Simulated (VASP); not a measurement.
# Al in VASP: a series of runs, part 2 of 2

VASP 6.6.1. The steps go on from the part before.

## 3. Single point, PBE+D3(BJ)

Input file INCAR:

```
SYSTEM = Al
PREC = Accurate
ENCUT = 520
EDIFF = 1E-6
ISMEAR = 0
SIGMA = 0.15
LREAL = .False.
LASPH = .True.
NELM = 80
ALGO = Fast
ISIF = 2
LWAVE = .False.
LCHARG = .False.
GGA = PE
IVDW = 12
NBANDS = 22
```

Input file KPOINTS:

```
regular mesh
0
Gamma
  16 16 2
  0 0 0
```

Input file POSCAR:

```
Al
1.0
   -2.8144222649      0.0000000000      0.0000000000
   -1.4072111325     -2.4373611784      0.0000000000
   -1.8762815100     -2.0311343153     18.4820941423
Al
8
Direct
    0.9843750000      0.9479166667      0.0625000000
    0.8593750000      0.5312500000      0.5625000000
    0.1614583333     -0.2395833333      0.6875000000
    0.2864583333      0.1770833333      0.1875000000
   -0.2031250000     -0.6770833333      0.8125000000
   -0.0781250000     -0.2604166667      0.3125000000
    0.4322916667     -0.1145833333      0.9375000000
    0.5572916667      0.3020833333      0.4375000000
```

Potentials or basis: VASP PAW PBE potentials, release 64 (Al).

The run is started by

```console
$ cat potpaw_PBE.64/Al/POTCAR > POTCAR
$ mpirun -np 1 vasp_std > vasp.out
```

OUTCAR:

```text
SYSTEM = Al
   PREC = Accurate
   ENCUT = 520
   EDIFF = 1E-6
   ISMEAR = 0
   LREAL = .False.
   LASPH = .True.
   NELM = 80
   ISIF = 2
   GGA = PE
   IVDW = 12
 IVDW          = 12

 ion  position               nearest neighbor table
   1  0.984  0.948  0.062-   7 2.53   4 2.82   4 2.82   4 2.82   7 3.00   7 3.11
   2  0.859  0.531  0.562-   8 2.82   3 2.82   8 2.82   3 2.82   8 2.82   3 2.82
   3  0.161  0.760  0.688-   5 2.82   2 2.82   5 2.82   2 2.82   2 2.82   5 2.82
   4  0.286  0.177  0.188-   1 2.82   6 2.82   6 2.82   1 2.82   6 2.82   1 2.82
   5  0.797  0.323  0.812-   3 2.82   7 2.82   7 2.82   3 2.82   7 2.82   3 2.82
   6  0.922  0.740  0.312-   4 2.82   8 2.82   8 2.82   4 2.82   8 2.82   4 2.82
   7  0.432  0.885  0.938-   1 2.53   5 2.82   5 2.82   5 2.82   1 3.00   1 3.11
   8  0.557  0.302  0.438-   6 2.82   2 2.82   6 2.82   2 2.82   2 2.82   6 2.82

  LATTYP: Found a triclinic cell.
 ALAT       =     2.8144222649
 B/A-ratio  =     1.0000000000
 C/A-ratio  =     6.5706231096
 COS(alpha) =     0.0063413570
 COS(beta)  =     0.0317067849
 COS(gamma) =     0.5000000000

  Lattice vectors:

 A1 = (   1.4072111324,  -2.4373611784,   0.0000000000)
 A2 = (  -1.4072111325,  -2.4373611784,   0.0000000000)
 A3 = (   0.4690703775,  -0.4062268631, -18.4820941423)

Analysis of symmetry for initial positions (statically):
=====================================================================
 Subroutine PRICEL returns:
 Original cell was already a primitive cell.

 Routine SETGRP: Setting up the symmetry group for a
 triclinic supercell.

 Subroutine GETGRP returns: Found  1 space group operations
 (whereof  1 operations were pure point group operations)
 out of a pool of  2 trial point group operations.

The static configuration has the point symmetry C_1 .

Analysis of symmetry for dynamics (positions and initial velocities):
=====================================================================
 Subroutine PRICEL returns:
 Original cell was already a primitive cell.

 Routine SETGRP: Setting up the symmetry group for a
 triclinic supercell.

 Subroutine GETGRP returns: Found  1 space group operations
 (whereof  1 operations were pure point group operations)
 out of a pool of  2 trial point group operations.

The dynamic configuration has the point symmetry C_1 .

 Subroutine INISYM returns: Found  1 space group operations
 (whereof  1 operations are pure point group operations),
 and found     1 'primitive' translations

----------------------------------------------------------------------------------------

                                     Primitive cell

  volume of cell :     126.7828

  direct lattice vectors                    reciprocal lattice vectors
    -2.814422265  0.000000000  0.000000000    -0.355312709  0.205139888 -0.013526606
    -1.407211133 -2.437361178  0.000000000     0.000000000 -0.410279777 -0.045088686
    -1.876281510 -2.031134315 18.482094142     0.000000000  0.000000000  0.054106423

  length of vectors
     2.814422265  2.814422265 18.687796628     0.410502697  0.412749906  0.054106423

  position of ions in fractional coordinates (direct lattice)
     0.984375000  0.947916667  0.062500000
     0.859375000  0.531250000  0.562500000
     0.161458333  0.760416667  0.687500000
     0.286458333  0.177083333  0.187500000
     0.796875000  0.322916667  0.812500000
     0.921875000  0.739583333  0.312500000
[... 68 lines left out ...]
   number of dos      NEDOS =    301   number of ions     NIONS =      8
   total plane-waves  NPLWV =  80640
   dimension x,y,z NGX =    24 NGY =   24 NGZ =  140
   dimension x,y,z NGXF=    48 NGYF=   48 NGZF=  280
   ions per type =               8
   NGX,Y,Z   is equivalent  to a cutoff of  14.18, 14.18, 12.45 a.u.
   NGXF,Y,Z  is equivalent  to a cutoff of  28.35, 28.35, 24.91 a.u.
 SYSTEM =  Al
   PREC   = accura    normal or accurate (medium, high low for compatibility)
   ISTART =      0    job   : 0-new  1-cont  2-samecut
   ICHARG =      2    charge: 1-file 2-atom 10-const
   ISPIN  =      1    spin polarized calculation?
   LNONCOLLINEAR =      F non collinear calculations
   LSORBIT =      F    spin-orbit coupling
   LASPH  =      T    aspherical Exc in radial PAW
   ENCUT  =  520.0 eV  38.22 Ry    6.18 a.u.   5.23  5.23 34.75*2*pi/ulx,y,z
   NELM   =     80;   NELMIN=  2; NELMDL= -5     # of ELM steps
   EDIFF  = 0.1E-05   stopping-criterion for ELM
   LREAL  =      F    real-space projection
   EDIFFG = 0.1E-04   stopping-criterion for IOM
   NSW    =      0    number of steps for IOM
   IBRION =     -1    ionic relax: 0-MD 1-quasi-New 2-CG
   NFREE  =      0    steps in history (QN), initial steepest desc. (CG)
   ISIF   =      2    stress and relaxation
   ISYM   =      2    0-nonsym 1-usesym 2-fastsym
   POTIM  = 0.5000    time-step for ionic-motion
   TEBEG  =    0.0;   TEEND  =   0.0 temperature during run
   PSTRESS=    0.0 pullay stress
   NELECT =      24.0000    total number of electrons
   NUPDOWN=      -1.0000    fix difference up-down
   EMIN   =  10.00;   EMAX   =-10.00  energy-range for DOS
   EFERMI =   0.00;   METHOD = LEGACY
   ISMEAR =     0;   SIGMA  =   0.15  broadening in eV -4-tet -1-fermi 0-gaus
   EFERMI_NEDOS =   21; number of points for ismear=-14 and -15
   IALGO  =     68    algorithm
   IMIX   =      4    mixing-type and parameters
     AMIX     =   0.40;   BMIX     =  1.00
     AMIX_MAG =   1.60;   BMIX_MAG =  1.00
  volume/ion in A,a.u.               =      15.85       106.95
  Fermi-wavevector in a.u.,A,eV,Ry     =   0.939994  1.776331 12.021957  0.883589
  Thomas-Fermi vector in A             =   2.067362
   LORBIT       =      0    0 simple, 1 ext, 2 COOP (PROOUT), +10 PAW based schemes
   GGA     = PE    functional components
   LHFCALC =     F    Hartree Fock is set to
   AEXX    =    0.0000 exact exchange contribution
   IVDW    =    12    specifies the selected vdW correction
   LEPSILON=     F    determine dielectric tensor
   LRPA    =     F    only Hartree local field effects (RPA)
 non-spin polarized calculation
 RMM-DIIS sequential band-by-band and
 Gauss-broadening in eV      SIGMA  =   0.15
  energy-cutoff  :      520.00
  volume of cell :      126.78
 maximum number of plane-waves:      3446
 NGX is ok and might be reduce to    24
   NGX = 11   NGY = 11   NGZ = 69

 number of electron      24.0000000 magnetization

 Free energy of the ion-electron system (eV)
  ---------------------------------------------------
  ext. energy  EPLUGINS =         0.00000000
  ---------------------------------------------------
  free energy    TOTEN  =       -29.69014410 eV

  energy without entropy =      -29.65268753  energy(sigma->0) =      -29.67141582

 E-fermi :   8.4175     XC(G=0): -10.3426

 val. band max:        8.4166167085   @ k =   0.1875   0.0000  -0.0000
 cond. band min:       8.4193051921   @ k =   0.0000   0.3750   0.5000
 fundamental gap:      0.0026884836
 Fermi energy:         8.4174831495

 k-point     1 :       0.0000    0.0000    0.0000
  band No.  band energies     occupation
      1      -2.9914      2.00000
      2      -2.5638      2.00000
      3      -2.5531      2.00000
      4      -1.2720      2.00000
      5      -1.2655      2.00000
      6       0.8538      2.00000
[... 589 lines left out ...]
     21      15.8573      0.00000
     22      16.6236      0.00000

 [... further k-points ...]

------------------------ aborting loop because EDIFF is reached ----------------------------------------

 Edisp (eV)   -2.80583

 E8    (eV) :    -1.2554

  FORCE on cell =-STRESS in cart. coord.  units (eV):
  Direction    XX          YY          ZZ          XY          YZ          ZX
  --------------------------------------------------------------------------------------
  -------------------------------------------------------------------------------------
  Total      -0.11574    -0.23750     1.80741     0.00750    -0.54214     0.83971
  in kB      -1.46264    -3.00138    22.84062     0.09475    -6.85115    10.61159
  external pressure =        6.13 kB  Pullay stress =        0.00 kB

 VOLUME and BASIS-vectors are now :
 -----------------------------------------------------------------------------
  energy-cutoff  :      520.00
  volume of cell :      126.78
      direct lattice vectors                 reciprocal lattice vectors
    -2.814422265  0.000000000  0.000000000    -0.355312709  0.205139888 -0.013526606
    -1.407211133 -2.437361178  0.000000000     0.000000000 -0.410279777 -0.045088686
    -1.876281510 -2.031134315 18.482094142     0.000000000  0.000000000  0.054106423

 POSITION                                       TOTAL-FORCE (eV/Angst)
 -----------------------------------------------------------------------------------
     -4.22163     -2.43736      1.15513         0.392157     -0.171960      0.521377
     -4.22163     -2.43736     10.39618         0.003769     -0.002864     -0.009644
     -2.81442     -3.24981     12.70644         0.004209      0.000460      0.001632
     -1.40721     -0.81245      3.46539         0.006750     -0.016578      0.005393
     -4.22163     -2.43736     15.01670         0.025181     -0.025833      0.026345
     -4.22163     -2.43736      5.77565         0.006132     -0.001533      0.002268
     -4.22163     -4.06227     17.32696        -0.434314      0.215632     -0.546214
     -2.81442     -1.62491      8.08592        -0.003884      0.002677     -0.001157
 -----------------------------------------------------------------------------------
    total drift:                               -0.000005      0.000005     -0.000006

  FREE ENERGIE OF THE ION-ELECTRON SYSTEM (eV)
  ---------------------------------------------------
  free  energy   TOTEN  =       -32.4959741092 eV

  energy  without entropy=      -32.4585175327  energy(sigma->0) =      -32.47724582
```

Wall time 5.7 min (1 thread of Intel Xeon 6975P-C (Granite Rapids), shared host); peak memory 0.62 GiB.

Results:

* Free energy: -32.4960 eV
* Pressure: 0.6 GPa
* Largest force: 0.730 eV/Å
* Band gap on the k mesh: zero (bands 12 and 13 overlap by 5.37 eV)
* Dispersion energy per atom: -0.351 eV

Forces on the atoms (eV/Å):
```
Al   0.392 -0.172  0.521
Al   0.004 -0.003 -0.010
Al   0.004  0.000  0.002
Al   0.007 -0.017  0.005
Al   0.025 -0.026  0.026
Al   0.006 -0.002  0.002
Al  -0.434  0.216 -0.546
Al  -0.004  0.003 -0.001
```

Levels at points of the mesh, in eV from the Fermi level:
```
           k point  band 10  band 11  band 12  band 13  band 14  band 15
(0.00, 0.00, 0.00)    -0.96    -0.95     3.40     3.44     8.27     8.38
(0.50, 0.00, 0.00)    -3.07    -2.11    -1.61    -1.52    -0.92     0.67
(0.00, 0.50, 0.00)    -2.76    -2.56    -2.48    -0.55    -0.36    -0.05
(0.50, 0.50, 0.00)    -2.73    -2.62    -2.58    -0.40    -0.29    -0.13
(0.00, 0.00, 0.50)    -2.88     1.14     1.16     5.79     5.85    10.58
(0.50, 0.00, 0.50)    -2.85    -2.58    -2.21    -0.72    -0.44    -0.01
(0.00, 0.50, 0.50)    -3.19    -2.11    -1.72    -1.41    -1.00     0.67
(0.50, 0.50, 0.50)    -3.25    -2.01    -1.81    -1.31    -1.10     0.76
```

## 4. Single point, PBE+D3(BJ)

Input file INCAR:

```
PREC = Accurate
ENCUT = 520
EDIFF = 1E-7
ISMEAR = 0
SIGMA = 0.15
LREAL = False
LASPH = True
NELM = 60
ALGO = Fast
ISIF = 2
LWAVE = False
LCHARG = True
GGA = PE
IVDW = 12
LELF = True
LVHAR = True
NBANDS = 22
ISYM = 0
```

Input file KPOINTS:

```
Automatic mesh
0
Gamma
  16 16 2
```

Input file POSCAR:

```
Al
1.0
   -2.8144222649      0.0000000000      0.0000000000
   -1.4072111325     -2.4373611784      0.0000000000
   -0.7036055662     -1.2186805892     18.4820941423
Al
8
Direct
    1.0000000000      0.9687500000      0.0625000000
    1.0000000000      0.7187500000      0.5625000000
    0.3333333333     -0.0104166667      0.6875000000
    0.3333333333      0.2395833333      0.1875000000
    0.0000000000     -0.4062500000      0.8125000000
    0.0000000000     -0.1562500000      0.3125000000
    0.6666666667      0.1979166667      0.9375000000
    0.6666666667      0.4479166667      0.4375000000
```

The run is started by

```console
$ cat potpaw_PBE.64/Al/POTCAR > POTCAR
$ mpirun -np 1 vasp_std > vasp.out
```

Run time: 7.4 min. Hardware: 1 thread of Intel Xeon 6975P-C (Granite Rapids), shared host; peak memory 0.62 GiB.

Results (log left out):

```yaml
Free_energy: -32.3848 eV
Pressure: 1.1 GPa
Largest_force: 1.143 eV/Å
Band_gap_on_the_k_mesh: zero (bands 12 and 13 overlap by 5.50 eV)
Dispersion_energy_per_atom: -0.351 eV
```

Forces in eV/Å, atoms in the order of the input:
```
Al  -0.507  0.293  0.930
Al  -0.001  0.000 -0.016
Al  -0.013  0.008 -0.007
Al   0.030 -0.016  0.017
Al   0.012 -0.009  0.068
Al  -0.010  0.007 -0.002
Al   0.485 -0.282 -0.997
Al   0.004 -0.002  0.008
```

Stress tensor (GPa, compression positive):
```
-0.02  0.05 -1.36
 0.05 -0.02  0.91
-1.36  0.91  3.46
```

Levels at points of the mesh, in eV from the Fermi level:
```
           k point  band 9  band 10  band 11  band 12  band 13  band 14  band 15  band 16
(0.00, 0.00, 0.00)   -4.48    -0.96    -0.93     3.39     3.46     8.22     8.40    11.14
(0.50, 0.00, 0.00)   -3.33    -3.27    -1.90    -1.87    -1.19    -1.19     0.80     1.27
(0.00, 0.50, 0.00)   -3.54    -2.90    -2.29    -2.01    -1.11    -0.64     0.36     0.59
(0.50, 0.50, 0.00)   -3.37    -2.98    -2.41    -1.81    -1.20    -0.65     0.27     0.78
(0.00, 0.00, 0.50)   -2.88    -2.86     1.14     1.18     5.77     5.87    10.50    10.89
(0.50, 0.00, 0.50)   -2.71    -2.69    -2.65    -2.64    -0.27    -0.24    -0.15    -0.15
(0.00, 0.50, 0.50)   -3.37    -2.98    -2.41    -1.81    -1.20    -0.65     0.27     0.78
(0.50, 0.50, 0.50)   -3.54    -2.89    -2.29    -2.01    -1.11    -0.64     0.36     0.59
```

Caveat: forces of over 1 eV/Å act on the atoms, so gaps and moduli don't describe the material at rest.

## 5. Single point, PBE+D3(BJ)

Input file INCAR:

```
SYSTEM = Al
PREC = Accurate
ENCUT = 520
EDIFF = 1E-6
ISMEAR = 0
SIGMA = 0.15
LREAL = .False.
LASPH = .True.
NELM = 60
ALGO = Fast
ISIF = 2
LWAVE = .False.
LCHARG = .False.
GGA = PE
IVDW = 12
NBANDS = 22
```

Input file KPOINTS:

```
Automatic mesh
0
Gamma
  16 16 2
  0 0 0
```

Input file POSCAR:

```
Al
1.0
   -2.8144222649      0.0000000000      0.0000000000
   -1.4072111325     -2.4373611784      0.0000000000
   -0.8208731606     -0.6093402946     18.4820941423
Al
8
Direct
    0.9895833333      0.9843750000      0.0625000000
    0.9062500000      0.8593750000      0.5625000000
    0.2187500000      0.1614583333      0.6875000000
    0.3020833333      0.2864583333      0.1875000000
   -0.1354166667     -0.2031250000      0.8125000000
   -0.0520833333     -0.0781250000      0.3125000000
    0.5104166667      0.4322916667      0.9375000000
    0.5937500000      0.5572916667      0.4375000000
```

The run is started by

```console
$ cat potpaw_PBE.64/Al/POTCAR > POTCAR
$ mpirun -np 1 vasp_std > vasp.out
```

Run time: 9.2 min. Hardware: 1 thread of AMD EPYC 9R45 (Zen 5), shared host; peak memory 0.59 GiB.

It converged, with:

```
Free energy                : -32.5736 eV
Pressure                   : 0.3 GPa
Largest force              : 0.295 eV/Å
Band gap on the k mesh     : zero (bands 12 and 13 overlap by 5.61 eV)
Dispersion energy per atom : -0.351 eV
```

Forces on the atoms (eV/Å):
```
Al  -0.160  0.066  0.188
Al   0.002  0.001 -0.007
Al  -0.005  0.000 -0.013
Al   0.038  0.015  0.035
Al   0.034  0.019  0.054
Al  -0.004  0.001  0.004
Al   0.098 -0.100 -0.260
Al  -0.002 -0.001  0.000
```

Stress tensor (GPa, compression positive):
```
-0.17 -0.19 -0.36
-0.19 -0.09  0.30
-0.36  0.30  1.26
```

Levels at points of the mesh, in eV from the Fermi level:
```
           k point  band 9  band 10  band 11  band 12  band 13  band 14  band 15  band 16
(0.00, 0.00, 0.00)   -4.50    -0.96    -0.95     3.41     3.43     8.32     8.37    11.07
(0.50, 0.00, 0.00)   -3.48    -3.15    -2.06    -1.65    -1.47    -1.02     0.73     1.06
(0.00, 0.50, 0.00)   -3.56    -3.08    -2.13    -1.62    -1.52    -0.92     0.66     0.93
(0.50, 0.50, 0.00)   -3.52    -3.05    -2.36    -1.73    -1.36    -0.75     0.36     0.88
(0.00, 0.00, 0.50)   -2.89    -2.88     1.14     1.15     5.82     5.85    10.68    10.87
(0.50, 0.00, 0.50)   -2.91    -2.81    -2.61    -2.37    -0.55    -0.40    -0.07     0.13
(0.00, 0.50, 0.50)   -3.02    -2.86    -2.58    -2.22    -0.72    -0.46     0.00     0.30
(0.50, 0.50, 0.50)   -3.45    -2.87    -2.38    -2.16    -0.99    -0.58     0.24     0.45
```

## 6. Summary

```tsv
cell	gap on the mesh (eV)	pressure (GPa)	largest force (eV/Å)
a = 2.814, b = 2.814, c = 18.700 Å, angles 81.3, 84.6, 60.0°, 8 atoms	none	0.3	0.41
a = 2.814, b = 2.814, c = 18.688 Å, angles 81.7, 84.2, 60.0°, 8 atoms	none	0.6	0.73
a = 2.814, b = 2.814, c = 18.536 Å, angles 85.6, 87.8, 60.0°, 8 atoms	none	1.1	1.14
a = 2.814, b = 2.814, c = 18.510 Å, angles 87.1, 87.5, 60.0°, 8 atoms	none	0.3	0.30
```

Alike in all rows: task single point; level PBE+D3(BJ); potentials or basis VASP PAW PBE potentials, release 64 (Al); no spin polarisation; k mesh 16 × 16 × 2; cutoff (eV) 520; smearing gaussian 0.15 eV.

Caveats: forces of over 1 eV/Å act on the atoms, so gaps and moduli don't describe the material at rest (at least some runs).

Total energies depend on the potentials used, so only differences within one code and one set of settings carry meaning.
